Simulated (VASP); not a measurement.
# Ir in VASP: notebook

Runs on Ir. Level: r2SCAN. Tasks: single point, relaxation of cell and atoms.

All numbers are computed with VASP 6.6.1; they aren't measurements. Logs are shortened: lines on timing, memory, paths and dates and some standing lists are left out, and cuts for length are marked.

## Step 1: The cell of the first run

Symmetry: Immm, No. 71, orthorhombic system. Conventional cell: a = 2.664 Å, b = 2.732 Å, c = 3.863 Å, α = 90.00°, β = 90.00°, γ = 90.00°. Within 3.5 Å of Ir (site symmetry mmm) lie 12 Ir at 2.66 to 2.73 Å.

## Step 2: Single point, r2SCAN (uniaxial strain along a: -2.0 %)

POSCAR

```
Ir
1.0
    1.8836470033      1.8836470033      0.0000000000
   -1.9316992227      1.9316992227      0.0000000000
    0.0000000000      0.0000000000      3.8633984455
Ir
2
Direct
    0.0000000000      0.0000000000      0.0000000000
    0.5000000000      0.5000000000      0.5000000000
```

INCAR.step1

```
SYSTEM = Ir
PREC = Accurate ; ENCUT = 520
ISMEAR = 0 ; SIGMA = 0.1
LREAL = .False. ; LASPH = .True.
NELM = 100 ; NBANDS = 16
GGA = PE ; ALGO = Normal
EDIFF = 1E-4 ; LWAVE = .True.
LCHARG = .False.
```

INCAR.step2

```
SYSTEM = Ir
PREC = Accurate ; ENCUT = 520
EDIFF = 1E-7 ; ISMEAR = 0
SIGMA = 0.1 ; LREAL = .False.
LASPH = .True. ; NELM = 100
ALGO = Normal ; ISIF = 2
LWAVE = .False. ; LCHARG = .True.
METAGGA = R2SCAN ; LMIXTAU = .True.
LELF = .True. ; LVHAR = .True.
NBANDS = 16 ; ISTART = 1
```

KPOINTS

```
regular mesh
0
Gamma
  20 20 14
  0 0 0
```

Potentials or basis: VASP PAW PBE potentials, release 64 (Ir).

Run with:

```console
> cat potpaw_PBE.64/Ir/POTCAR > POTCAR
> cp INCAR.step1 INCAR
> mpirun -np 1 vasp_std > vasp.out
> cp INCAR.step2 INCAR
> mpirun -np 1 vasp_std > vasp.out
```

OUTCAR:

```text
SYSTEM = Ir
   PREC = Accurate
   ENCUT = 520
   EDIFF = 1E-7
   ISMEAR = 0
   LREAL = .False.
   LASPH = .True.
   NELM = 100
   ISIF = 2
   METAGGA = R2SCAN
   ISTART = 1

 ion  position               nearest neighbor table
   1  0.000  0.000  0.000-   2 2.72   2 2.72   2 2.72   2 2.72   2 2.72   2 2.72   2 2.72   2 2.72

   2  0.500  0.500  0.500-   1 2.72   1 2.72   1 2.72   1 2.72   1 2.72   1 2.72   1 2.72   1 2.72

  LATTYP: Found a simple orthorhombic cell.
 ALAT       =     2.6638791388
 B/A-ratio  =     1.0255102040
 C/A-ratio  =     1.4502904389

  Lattice vectors:

 A1 = (   1.8836470033,   1.8836470033,   0.0000000000)
 A2 = (  -1.9316992227,   1.9316992227,   0.0000000000)
 A3 = (   0.0000000000,   0.0000000000,   3.8633984455)

Analysis of symmetry for initial positions (statically):
=====================================================================
 Subroutine PRICEL returns following result:

  LATTYP: Found a body centered orthorhombic cell.
 ALAT       =     2.6638791388
 B/A-ratio  =     1.0255102040
 C/A-ratio  =     1.4502904389

  Lattice vectors:

 A1 = (   0.0240261097,  -1.9076731130,  -1.9316992228)
 A2 = (  -0.0240261097,   1.9076731130,  -1.9316992228)
 A3 = (   1.9076731130,  -0.0240261097,   1.9316992228)

   2 primitive cells build up your supercell.

 Routine SETGRP: Setting up the symmetry group for a
 simple orthorhombic supercell.

 Subroutine GETGRP returns: Found  8 space group operations
 (whereof  8 operations were pure point group operations)
 out of a pool of  8 trial point group operations.

The static configuration has the point symmetry D_2h.

Analysis of symmetry for dynamics (positions and initial velocities):
=====================================================================
 Subroutine PRICEL returns following result:

  LATTYP: Found a body centered orthorhombic cell.
 ALAT       =     2.6638791388
 B/A-ratio  =     1.0255102040
 C/A-ratio  =     1.4502904389

  Lattice vectors:

 A1 = (   0.0240261097,  -1.9076731130,  -1.9316992228)
 A2 = (  -0.0240261097,   1.9076731130,  -1.9316992228)
 A3 = (   1.9076731130,  -0.0240261097,   1.9316992228)

   2 primitive cells build up your supercell.

 Routine SETGRP: Setting up the symmetry group for a
 simple orthorhombic supercell.

[... 96 lines left out ...]
   ISPIN  =      1    spin polarized calculation?
   LNONCOLLINEAR =      F non collinear calculations
   LSORBIT =      F    spin-orbit coupling
   LASPH  =      T    aspherical Exc in radial PAW
   ENCUT  =  520.0 eV  38.22 Ry    6.18 a.u.   4.95  5.08  7.18*2*pi/ulx,y,z
   NELM   =    100;   NELMIN=  2; NELMDL=  0     # of ELM steps
   EDIFF  = 0.1E-06   stopping-criterion for ELM
   LREAL  =      F    real-space projection
   EDIFFG = 0.1E-05   stopping-criterion for IOM
   NSW    =      0    number of steps for IOM
   IBRION =     -1    ionic relax: 0-MD 1-quasi-New 2-CG
   NFREE  =      0    steps in history (QN), initial steepest desc. (CG)
   ISIF   =      2    stress and relaxation
   ISYM   =      2    0-nonsym 1-usesym 2-fastsym
   POTIM  = 0.5000    time-step for ionic-motion
   TEBEG  =    0.0;   TEEND  =   0.0 temperature during run
   PSTRESS=    0.0 pullay stress
   NELECT =      18.0000    total number of electrons
   NUPDOWN=      -1.0000    fix difference up-down
   EMIN   =  10.00;   EMAX   =-10.00  energy-range for DOS
   EFERMI =   0.00;   METHOD = LEGACY
   ISMEAR =     0;   SIGMA  =   0.10  broadening in eV -4-tet -1-fermi 0-gaus
   EFERMI_NEDOS =   21; number of points for ismear=-14 and -15
   IALGO  =     38    algorithm
   IMIX   =      4    mixing-type and parameters
     AMIX     =   0.40;   BMIX     =  1.00
     AMIX_MAG =   1.60;   BMIX_MAG =  1.00
  volume/ion in A,a.u.               =      14.06        94.86
  Fermi-wavevector in a.u.,A,eV,Ry     =   1.410976  2.666357 27.087186  1.990852
  Thomas-Fermi vector in A             =   2.532874
   LORBIT       =      0    0 simple, 1 ext, 2 COOP (PROOUT), +10 PAW based schemes
   METAGGA = R2SCAN    functional components
   LHFCALC =     F    Hartree Fock is set to
   AEXX    =    0.0000 exact exchange contribution
   IVDW    =     0    specifies the selected vdW correction
   LEPSILON=     F    determine dielectric tensor
   LRPA    =     F    only Hartree local field effects (RPA)
 non-spin polarized calculation
 Gauss-broadening in eV      SIGMA  =   0.10
  energy-cutoff  :      520.00
  volume of cell :       28.12
 maximum number of plane-waves:       776
 NGX is ok and might be reduce to    20

 number of electron      17.9999998 magnetization

 Free energy of the ion-electron system (eV)
  ---------------------------------------------------
  ext. energy  EPLUGINS =         0.00000000
  ---------------------------------------------------
  free energy    TOTEN  =      -104.70900704 eV

  energy without entropy =     -104.70110450  energy(sigma->0) =     -104.70505577

 E-fermi :  10.2632     XC(G=0): -15.3716

 val. band max:       10.2627235456   @ k =   0.0500   0.1500   0.4286
 cond. band min:      10.2646545300   @ k =   0.0000   0.2000   0.4286
 fundamental gap:      0.0019309844
 Fermi energy:        10.2632379347

 k-point     1 :       0.0000    0.0000    0.0000
  band No.  band energies     occupation
      1      -1.3114      2.00000
      2       1.9853      2.00000
      3       2.5944      2.00000
      4       6.1030      2.00000
      5       6.1113      2.00000
      6       6.5178      2.00000
[... 433 lines left out ...]
      3       2.8673      2.00000
      4       5.9056      2.00000
      5       6.3015      2.00000
      6       6.6414      2.00000
[... 8 lines left out ...]
     15      23.9607      0.00000
     16      26.0153      0.00000

 [... further k-points ...]

------------------------ aborting loop because EDIFF is reached ----------------------------------------

  FORCE on cell =-STRESS in cart. coord.  units (eV):
  Direction    XX          YY          ZZ          XY          YZ          ZX
  --------------------------------------------------------------------------------------
  -------------------------------------------------------------------------------------
  Total        1.5351867      1.5351867      0.5700509      1.3732592      0.0000000      0.0000000
  in kB       87.4849329     87.4849329     32.4852130     78.2572476      0.0000000      0.0000000
  external PRESSURE =      69.1516929 kB  Pullay stress =       0.0000000 kB

 VOLUME and BASIS-vectors are now :
 -----------------------------------------------------------------------------
  energy-cutoff  :      520.00
  volume of cell :       28.12
      direct lattice vectors                 reciprocal lattice vectors
     1.883647003  1.883647003  0.000000000     0.265442516  0.265442516  0.000000000
    -1.931699223  1.931699223  0.000000000    -0.258839468  0.258839468  0.000000000
     0.000000000  0.000000000  3.863398446     0.000000000  0.000000000  0.258839468

 POSITION                                       TOTAL-FORCE (eV/Angst)
 -----------------------------------------------------------------------------------
      0.00000      0.00000      0.00000        -0.000000      0.000000     -0.000000
     -0.02403      1.90767      1.93170         0.000000     -0.000000      0.000000
 -----------------------------------------------------------------------------------
    total drift:                               -0.000000      0.000000      0.000000

  FREE ENERGIE OF THE ION-ELECTRON SYSTEM (eV)
  ---------------------------------------------------
  free  energy   TOTEN  =      -104.7090070416 eV

  energy  without entropy=     -104.7011044969  energy(sigma->0) =     -104.70505577
```

Wall time 8.9 min (1 thread of Intel Xeon 6975P-C (Granite Rapids), shared host); peak memory 0.45 GiB.

What came out:

```
Free energy            : -104.7090 eV
Pressure               : 6.9 GPa
Band gap on the k mesh : zero (bands 9 and 10 overlap by 3.56 eV)
```

Caveat: the cell differs from its parent crystal (uniaxial strain along a: -2.0 %); the cell stands under pressure; the PAW data sets were made with another functional, which shifts forces and pressure a little; spin-orbit coupling is left out, which moves the levels of the heavy elements.

## Step 3: Relaxation of cell and atoms, r2SCAN, target pressure 1 GPa, at which the enthalpy is minimised

This run uses another cell than the first one: it holds 1 atom, not 2.

POSCAR

```
Ir
1.0
    0.0000000000      1.9158009572      1.9158009572
    1.9158009572      0.0000000000      1.9158009572
    1.9158009572      1.9158009572      0.0000000000
Ir
1
Direct
    0.0000000000      0.0000000000      0.0000000000
```

INCAR.step1

```
SYSTEM = Ir
PREC = Accurate
ENCUT = 600
ISMEAR = 0
SIGMA = 0.1
LREAL = .FALSE.
LASPH = .TRUE.
NELM = 60
GGA = PE
ALGO = Normal
EDIFF = 1E-4
LWAVE = .TRUE.
LCHARG = .FALSE.
```

INCAR.step2

```
SYSTEM = Ir
PREC = Accurate
ENCUT = 600
EDIFF = 1E-6
ISMEAR = 0
SIGMA = 0.1
LREAL = .FALSE.
LASPH = .TRUE.
NELM = 60
ALGO = Normal
ISIF = 3
LWAVE = .FALSE.
LCHARG = .FALSE.
METAGGA = R2SCAN
LMIXTAU = .TRUE.
IBRION = 2
NSW = 70
EDIFFG = -0.008
PSTRESS = 10.0
ISTART = 1
```

KPOINTS

```
regular mesh
0
G
  18 18 18
  0 0 0
```

Potentials or basis: VASP PAW PBE potentials, release 64 (Ir).

Run with:

```console
> cat potpaw_PBE.64/Ir/POTCAR > POTCAR
> cp INCAR.step1 INCAR
> mpirun -np 1 vasp_std > vasp.out
> cp INCAR.step2 INCAR
> mpirun -np 1 vasp_std > vasp.out
```

Run time: 95 s. Hardware: 1 thread of Intel Xeon 6975P-C (Granite Rapids), shared host; peak memory 0.18 GiB.

It converged, with:

```
Free energy                                                : -52.3702 eV
Relaxed volume                                             : 14.26 Å³/atom
Relaxed cell                                               : a = 2.722 Å, b = 2.722 Å, c = 2.722 Å, α = 60.00°, β = 60.00°, γ = 60.00°
Space group after relaxing (to 0.1 Å)                      : Fm-3m (No. 225)
Energy change on relaxing (the run minimises the enthalpy) : -4.5 meV/atom
Ionic steps                                                : 4
Pressure after relaxing                                    : 1.0 GPa
Band gap on the k mesh                                     : zero (an odd number of electrons rules out a gap without spin polarisation)
```

The path:
| step | energy change (eV) | largest force (eV/Å) | pressure (GPa) | volume (Å³) |
| --- | --- | --- | --- | --- |
| 1 | 0.0000 | 0.0000 | 6.48 | 14.06 |
| 2 | 0.0392 | 0.0000 | -17.26 | 15.06 |
| 3 | -0.0045 | 0.0000 | 0.89 | 14.26 |
| 4 | -0.0045 | 0.0000 | 1.00 | 14.26 |

Final structure:
```cif
data_structure
_symmetry_space_group_name_H-M 'P 1'
_symmetry_Int_Tables_number 1
_cell_length_a 2.7218
_cell_length_b 2.7218
_cell_length_c 2.7218
_cell_angle_alpha 60.000
_cell_angle_beta 60.000
_cell_angle_gamma 60.000
_cell_volume 14.26
loop_
_atom_site_label
_atom_site_type_symbol
_atom_site_fract_x
_atom_site_fract_y
_atom_site_fract_z
_atom_site_occupancy
Ir1 Ir 0.00000 0.00000 0.00000 1
```

Levels at points of the mesh, in eV from the Fermi level:
| k point | band 1 | band 2 | band 3 | band 4 | band 5 | band 6 | band 7 | band 8 |
| --- | --- | --- | --- | --- | --- | --- | --- | --- |
| (0.00, 0.00, 0.00) | -11.49 | -4.00 | -4.00 | -4.00 | -1.32 | -1.32 | 15.07 | 20.89 |
| (0.50, 0.00, 0.00) | -8.38 | -4.15 | -4.15 | -0.73 | 0.88 | 0.88 | 7.54 | 14.70 |
| (0.50, 0.50, 0.00) | -8.16 | -7.58 | 0.78 | 1.50 | 1.50 | 1.74 | 10.92 | 12.25 |

Caveat: the cell is relaxed towards a set pressure, so the run minimises the enthalpy, not the energy; the PAW data sets were made with another functional, which shifts forces and pressure a little; spin-orbit coupling is left out, which moves the levels of the heavy elements.

## Step 4: Relaxation of cell and atoms, r2SCAN

This run uses another cell than the first one: it holds 1 atom, not 2.

POSCAR

```
Ir
1.0
    0.0000000000      1.9269646676      1.9269646676
    1.9269646676      0.0000000000      1.9269646676
    1.9269646676      1.9269646676      0.0000000000
Ir
1
Direct
    0.0000000000      0.0000000000      0.0000000000
```

INCAR.step1

```
SYSTEM = Ir
  PREC = Accurate
  ENCUT = 600
  ISMEAR = 0
  SIGMA = 0.1
  LREAL = .FALSE.
  LASPH = .TRUE.
  NELM = 100
  GGA = PE
  ALGO = Normal
  EDIFF = 1E-4
  LWAVE = .TRUE.
  LCHARG = .FALSE.
```

INCAR.step2

```
SYSTEM = Ir
  PREC = Accurate
  ENCUT = 600
  EDIFF = 1E-7
  ISMEAR = 0
  SIGMA = 0.1
  LREAL = .FALSE.
  LASPH = .TRUE.
  NELM = 100
  ALGO = Normal
  ISIF = 3
  LWAVE = .FALSE.
  LCHARG = .FALSE.
  METAGGA = R2SCAN
  LMIXTAU = .TRUE.
  IBRION = 2
  NSW = 100
  EDIFFG = -0.005
  ISTART = 1
```

KPOINTS is that of step 3.

Run with:

```console
> cat potpaw_PBE.64/Ir/POTCAR > POTCAR
> cp INCAR.step1 INCAR
> mpirun -np 1 vasp_std > vasp.out
> cp INCAR.step2 INCAR
> mpirun -np 1 vasp_std > vasp.out
```

Wall time 78 s (1 thread of Intel Xeon 6975P-C (Granite Rapids), shared host); peak memory 0.17 GiB.

Results (log left out):

| Quantity | Value |
| --- | --- |
| Free energy | -52.3703 eV |
| Relaxed volume | 14.29 Å³/atom |
| Relaxed cell | a = 2.724 Å, b = 2.724 Å, c = 2.724 Å, α = 60.00°, β = 60.00°, γ = 60.00° |
| Space group after relaxing (to 0.1 Å) | Fm-3m (No. 225) |
| Energy gained by relaxing | 0.0 meV/atom |
| Ionic steps | 3 |
| Pressure after relaxing | 0.0 GPa |
| Band gap on the k mesh | zero (an odd number of electrons rules out a gap without spin polarisation) |

Final structure:
```cif
data_structure
_symmetry_space_group_name_H-M 'P 1'
_symmetry_Int_Tables_number 1
_cell_length_a 2.7241
_cell_length_b 2.7241
_cell_length_c 2.7241
_cell_angle_alpha 60.000
_cell_angle_beta 60.000
_cell_angle_gamma 60.000
_cell_volume 14.29
loop_
_atom_site_label
_atom_site_type_symbol
_atom_site_fract_x
_atom_site_fract_y
_atom_site_fract_z
_atom_site_occupancy
Ir1 Ir 0.00000 0.00000 0.00000 1
```

Levels at points of the mesh, in eV from the Fermi level:
```csv
k point,band 1,band 2,band 3,band 4,band 5,band 6,band 7,band 8
"(0.00, 0.00, 0.00)",-11.46,-3.98,-3.98,-3.98,-1.32,-1.32,15.08,20.88
"(0.50, 0.00, 0.00)",-8.35,-4.13,-4.13,-0.72,0.87,0.87,7.51,14.71
"(0.50, 0.50, 0.00)",-8.13,-7.55,0.78,1.50,1.50,1.74,10.88,12.23
```

Caveat: the PAW data sets were made with another functional, which shifts forces and pressure a little; spin-orbit coupling is left out, which moves the levels of the heavy elements.

## Step 5: The runs side by side

| task | cell | k mesh | cutoff (eV) | gap on the mesh (eV) | pressure (GPa) |
| --- | --- | --- | --- | --- | --- |
| single point | a = 2.664, b = 2.732, c = 3.863 Å, 2 atoms, atomic positions A | 20 × 20 × 14 | 520 | none | 6.9 |
| relaxation of cell and atoms | relaxed to 1 GPa from a = 2.709 Å, angles 60.0°, 1 atom, atomic positions B | 18 × 18 × 18 | 600 | none | 1.0 |
| relaxation of cell and atoms | relaxed from a = 2.725 Å, angles 60.0°, 1 atom, atomic positions B | 18 × 18 × 18 | 600 | none | 0.0 |

Alike in all rows: level r2SCAN; potentials or basis VASP PAW PBE potentials, release 64 (Ir); no spin polarisation; smearing gaussian 0.1 eV.

Caveats: the PAW data sets were made with another functional, which shifts forces and pressure a little; spin-orbit coupling is left out, which moves the levels of the heavy elements; the cell stands under pressure (at least some runs); the cell is relaxed towards a set pressure, so the run minimises the enthalpy, not the energy (at least some runs).

Total energies depend on the potentials used, so only differences within one code and one set of settings carry meaning.
